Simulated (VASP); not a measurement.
# Hf (Im-3m) in VASP: notebook

Aim: see how the results for Hf move with the level of theory and the settings. Levels: PBE, HSE06. Tasks: single point.

All numbers are computed with VASP 6.6.1; they aren't measurements. Logs are shortened: lines on timing, memory, paths and dates and some standing lists are left out, and cuts for length are marked.

## Step 1: The cell of the first run

The structure is cubic, space group Im-3m (No. 229). Conventional cell: a = 3.554 Å, b = 3.554 Å, c = 3.554 Å, α = 90.00°, β = 90.00°, γ = 90.00°. Within 4.1 Å of Hf (site symmetry m-3m) lie 14 Hf at 3.08 to 3.55 Å.

This isn't the form of Hf at room conditions, which is hcp.

## Step 2: Single point, PBE

File INCAR:

```
PREC = Accurate
ENCUT = 520
EDIFF = 1E-6
ISMEAR = 0
SIGMA = 0.05
LREAL = False
LASPH = True
NELM = 100
ALGO = Normal
ISIF = 2
LWAVE = False
LCHARG = False
GGA = PE
NBANDS = 11
```

File KPOINTS:

```
Automatic mesh
0
Gamma
  8 8 8
```

File POSCAR:

```
Hf
1.0
   -1.7770478250      1.7770478250      1.7770478250
    1.7770478250     -1.7770478250      1.7770478250
    1.7770478250      1.7770478250     -1.7770478250
Hf
1
Direct
    0.0000000000      0.0000000000      0.0000000000
```

Potentials or basis: VASP PAW PBE potentials, release 64 (Hf_pv).

Run with:

```console
cat potpaw_PBE.64/Hf_pv/POTCAR > POTCAR
mpirun -np 1 vasp_std > vasp.out
```

OUTCAR:

```text
PREC = Accurate
   ENCUT = 520
   EDIFF = 1E-6
   ISMEAR = 0
   LREAL = False
   LASPH = True
   NELM = 100
   ISIF = 2
   GGA = PE

 ion  position               nearest neighbor table
   1  0.000  0.000  0.000-

  LATTYP: Found a body centered cubic cell.
 ALAT       =     3.5540956500

  Lattice vectors:

 A1 = (  -1.7770478250,   1.7770478250,   1.7770478250)
 A2 = (   1.7770478250,  -1.7770478250,   1.7770478250)
 A3 = (   1.7770478250,   1.7770478250,  -1.7770478250)

Analysis of symmetry for initial positions (statically):
=====================================================================
 Subroutine PRICEL returns:
 Original cell was already a primitive cell.

 Routine SETGRP: Setting up the symmetry group for a
 body centered cubic supercell.

 Subroutine GETGRP returns: Found 48 space group operations
 (whereof 48 operations were pure point group operations)
 out of a pool of 48 trial point group operations.

The static configuration has the point symmetry O_h .

Analysis of symmetry for dynamics (positions and initial velocities):
=====================================================================
 Subroutine PRICEL returns:
 Original cell was already a primitive cell.

 Routine SETGRP: Setting up the symmetry group for a
 body centered cubic supercell.

 Subroutine GETGRP returns: Found 48 space group operations
 (whereof 48 operations were pure point group operations)
 out of a pool of 48 trial point group operations.

The dynamic configuration has the point symmetry O_h .

 Subroutine INISYM returns: Found 48 space group operations
 (whereof 48 operations are pure point group operations),
 and found     1 'primitive' translations

----------------------------------------------------------------------------------------

                                     Primitive cell

  volume of cell :      22.4470

  direct lattice vectors                    reciprocal lattice vectors
    -1.777047825  1.777047825  1.777047825     0.000000000  0.281365528  0.281365528
     1.777047825 -1.777047825  1.777047825     0.281365528  0.000000000  0.281365528
     1.777047825  1.777047825 -1.777047825     0.281365528  0.281365528  0.000000000

  length of vectors
     3.077937120  3.077937120  3.077937120     0.397910946  0.397910946  0.397910946

  position of ions in fractional coordinates (direct lattice)
     0.000000000  0.000000000  0.000000000

  ion indices of the primitive-cell ions
   primitive index   ion index
                 1           1

----------------------------------------------------------------------------------------

 KPOINTS: Automatic mesh

Automatic generation of k-mesh.
 Grid dimensions read from file:
 generate k-points for:    8    8    8

 Generating k-lattice:

  Cartesian coordinates                     Fractional coordinates (reciprocal lattice)
     0.000000000  0.035170691  0.035170691     0.125000000  0.000000000  0.000000000
     0.035170691  0.000000000  0.035170691     0.000000000  0.125000000  0.000000000
     0.035170691  0.035170691  0.000000000     0.000000000  0.000000000  0.125000000

  Length of vectors
     0.049738868  0.049738868  0.049738868

  Shift w.r.t. Gamma in fractional coordinates (k-lattice)
     0.000000000  0.000000000  0.000000000

 Subroutine IBZKPT returns following result:
 ===========================================

 Found     29 irreducible k-points:

 Following reciprocal coordinates:
            Coordinates               Weight
  0.000000  0.000000  0.000000      1.000000
  0.125000  0.000000  0.000000     12.000000
  0.250000  0.000000  0.000000     12.000000
  0.375000  0.000000  0.000000     12.000000
  0.500000  0.000000  0.000000      6.000000
  0.125000  0.125000  0.000000     24.000000
[... 16 lines left out ...]
 -0.250000  0.250000  0.250000      6.000000
 -0.375000  0.375000  0.250000     24.000000
 [... further k-points ...]
   k-points           NKPTS =     29   k-points in BZ     NKDIM =     29   number of bands    NBANDS=     11
   number of dos      NEDOS =    301   number of ions     NIONS =      1
   total plane-waves  NPLWV =  13824
   dimension x,y,z NGX =    24 NGY =   24 NGZ =   24
   dimension x,y,z NGXF=    48 NGYF=   48 NGZF=   48
   ions per type =               1
   NGX,Y,Z   is equivalent  to a cutoff of  12.96, 12.96, 12.96 a.u.
   NGXF,Y,Z  is equivalent  to a cutoff of  25.93, 25.93, 25.93 a.u.
 SYSTEM =  unknown system
   PREC   = accura    normal or accurate (medium, high low for compatibility)
   ISTART =      0    job   : 0-new  1-cont  2-samecut
   ICHARG =      2    charge: 1-file 2-atom 10-const
   ISPIN  =      1    spin polarized calculation?
   LNONCOLLINEAR =      F non collinear calculations
   LSORBIT =      F    spin-orbit coupling
   LASPH  =      T    aspherical Exc in radial PAW
   ENCUT  =  520.0 eV  38.22 Ry    6.18 a.u.   5.72  5.72  5.72*2*pi/ulx,y,z
   NELM   =    100;   NELMIN=  2; NELMDL= -5     # of ELM steps
   EDIFF  = 0.1E-05   stopping-criterion for ELM
   LREAL  =      F    real-space projection
   EDIFFG = 0.1E-04   stopping-criterion for IOM
   NSW    =      0    number of steps for IOM
   IBRION =     -1    ionic relax: 0-MD 1-quasi-New 2-CG
   NFREE  =      0    steps in history (QN), initial steepest desc. (CG)
   ISIF   =      2    stress and relaxation
   ISYM   =      2    0-nonsym 1-usesym 2-fastsym
   POTIM  = 0.5000    time-step for ionic-motion
   TEBEG  =    0.0;   TEEND  =   0.0 temperature during run
   PSTRESS=    0.0 pullay stress
   NELECT =      10.0000    total number of electrons
   NUPDOWN=      -1.0000    fix difference up-down
   EMIN   =  10.00;   EMAX   =-10.00  energy-range for DOS
   EFERMI =   0.00;   METHOD = LEGACY
   ISMEAR =     0;   SIGMA  =   0.05  broadening in eV -4-tet -1-fermi 0-gaus
   EFERMI_NEDOS =   21; number of points for ismear=-14 and -15
   IALGO  =     38    algorithm
   IMIX   =      4    mixing-type and parameters
     AMIX     =   0.40;   BMIX     =  1.00
     AMIX_MAG =   1.60;   BMIX_MAG =  1.00
  volume/ion in A,a.u.               =      22.45       151.48
  Fermi-wavevector in a.u.,A,eV,Ry     =   1.250323  2.362769 21.270107  1.563309
  Thomas-Fermi vector in A             =   2.384323
   LORBIT       =      0    0 simple, 1 ext, 2 COOP (PROOUT), +10 PAW based schemes
   GGA     = PE    functional components
   LHFCALC =     F    Hartree Fock is set to
   AEXX    =    0.0000 exact exchange contribution
   IVDW    =     0    specifies the selected vdW correction
   LEPSILON=     F    determine dielectric tensor
   LRPA    =     F    only Hartree local field effects (RPA)
 non-spin polarized calculation
 Gauss-broadening in eV      SIGMA  =   0.05
  energy-cutoff  :      520.00
  volume of cell :       22.45
 maximum number of plane-waves:       622
   NGX = 11   NGY = 11   NGZ = 11

 number of electron      10.0000001 magnetization

 Free energy of the ion-electron system (eV)
  ---------------------------------------------------
  ext. energy  EPLUGINS =         0.00000000
  ---------------------------------------------------
  free energy    TOTEN  =        -9.75129441 eV

  energy without entropy =       -9.74902626  energy(sigma->0) =       -9.75016034

 E-fermi :   4.5107     XC(G=0): -11.2687

 val. band max:        4.4798966823   @ k =  -0.2500   0.2500   0.2500
 cond. band min:       4.5351382951   @ k =   0.2500   0.2500   0.0000
 fundamental gap:      0.0552416128
 Fermi energy:         4.5106568795

 k-point     1 :       0.0000    0.0000    0.0000
  band No.  band energies     occupation
      1     -25.3024      2.00000
      2     -25.3024      2.00000
      3     -25.3024      2.00000
      4      -2.4723      2.00000
      5       6.0766      0.00000
      6       6.0766      0.00000
      7       6.0766      0.00000
      8       8.8458      0.00000
      9       8.8458      0.00000
     10      17.8235      0.00000
     11      17.8235      0.00000

 k-point     2 :       0.1250    0.0000    0.0000
  band No.  band energies     occupation
      1     -25.4281      2.00000
      2     -25.3418      2.00000
      3     -25.3029      2.00000
      4      -1.9104      2.00000
      5       5.6994      0.00000
      6       5.8716      0.00000
      7       6.6383      0.00000
      8       8.3705      0.00000
      9       8.8498      0.00000
     10      17.7936      0.00000
     11      18.2877      0.00000

 k-point     3 :       0.2500    0.0000    0.0000
  band No.  band energies     occupation
      1     -25.7204      2.00000
      2     -25.4356      2.00000
      3     -25.3041      2.00000
      4      -0.4844      2.00000
      5       4.9322      0.00000
      6       5.1021      0.00000
      7       8.2430      0.00000
      8       8.3425      0.00000
      9       8.9943      0.00000
     10      17.7838      0.00000
     11      17.9175      0.00000

 k-point     4 :       0.3750    0.0000    0.0000
  band No.  band energies     occupation
      1     -25.9984      2.00000
      2     -25.5277      2.00000
      3     -25.3055      2.00000
      4       0.8518      2.00000
      5       4.2991      2.00000
      6       4.9658      0.00000
      7       8.7224      0.00000
      8       9.3857      0.00000
      9      10.5563      0.00000
     10      15.9664      0.00000
     11      16.0209      0.00000
[... 239 lines left out ...]
 k-point    22 :       0.2500    0.2500    0.2500
  band No.  band energies     occupation
      1     -25.7061      2.00000
      2     -25.7061      2.00000
      3     -25.7061      2.00000
      4       3.9118      2.00000
      5       3.9118      2.00000
      6       3.9118      2.00000
      7       9.8240      0.00000
      8       9.8240      0.00000
      9      10.1848      0.00000
     10      15.9178      0.00000
     11      15.9178      0.00000

 k-point    23 :      -0.2500    0.2500    0.2500
  band No.  band energies     occupation
      1     -25.7353      2.00000
      2     -25.5796      2.00000
      3     -25.5796      2.00000
      4       1.2037      2.00000
      5       4.4799      1.61572
      6       6.3327      0.00000
      7       6.3327      0.00000
      8       8.1810      0.00000
      9       9.5136      0.00000
     10      17.1956      0.00000
     11      17.8119      0.00000

 k-point    24 :      -0.3750    0.3750    0.2500
  band No.  band energies     occupation
      1     -25.9051      2.00000
      2     -25.6790      2.00000
      3     -25.6033      2.00000
      4       2.3205      2.00000
      5       3.4835      2.00000
      6       6.3461      0.00000
      7       6.8413      0.00000
      8       9.5774      0.00000
      9      10.0399      0.00000
     10      16.5924      0.00000
     11      17.8071      0.00000

 [... further k-points ...]

------------------------ aborting loop because EDIFF is reached ----------------------------------------

  FORCE on cell =-STRESS in cart. coord.  units (eV):
  Direction    XX          YY          ZZ          XY          YZ          ZX
  --------------------------------------------------------------------------------------
  -------------------------------------------------------------------------------------
  Total       -0.1801351     -0.1801351     -0.1801351      0.0000000      0.0000000      0.0000000
  in kB      -12.8573523    -12.8573523    -12.8573523      0.0000000      0.0000000      0.0000000
  external PRESSURE =     -12.8573523 kB  Pullay stress =       0.0000000 kB

 VOLUME and BASIS-vectors are now :
 -----------------------------------------------------------------------------
  energy-cutoff  :      520.00
  volume of cell :       22.45
      direct lattice vectors                 reciprocal lattice vectors
    -1.777047825  1.777047825  1.777047825     0.000000000  0.281365528  0.281365528
     1.777047825 -1.777047825  1.777047825     0.281365528  0.000000000  0.281365528
     1.777047825  1.777047825 -1.777047825     0.281365528  0.281365528  0.000000000

 POSITION                                       TOTAL-FORCE (eV/Angst)
 -----------------------------------------------------------------------------------
      0.00000      0.00000      0.00000         0.000000      0.000000      0.000000
 -----------------------------------------------------------------------------------
    total drift:                                0.000000      0.000000      0.000000

  FREE ENERGIE OF THE ION-ELECTRON SYSTEM (eV)
  ---------------------------------------------------
  free  energy   TOTEN  =        -9.7512944142 eV

  energy  without entropy=       -9.7490262558  energy(sigma->0) =       -9.75016034
```

It took 4.3 s on 1 thread of Intel Xeon Platinum 8488C (Sapphire Rapids), shared host; peak memory 0.14 GiB.

What came out:

| Item | Value |
| --- | --- |
| Free energy | -9.7513 eV |
| Pressure | -1.3 GPa |
| Band gap on the k mesh | zero (bands 5 and 6 overlap by 2.26 eV) |

Caveat: spin-orbit coupling is left out, which moves the levels of the heavy elements.

(Continued in part 2 of 3.)
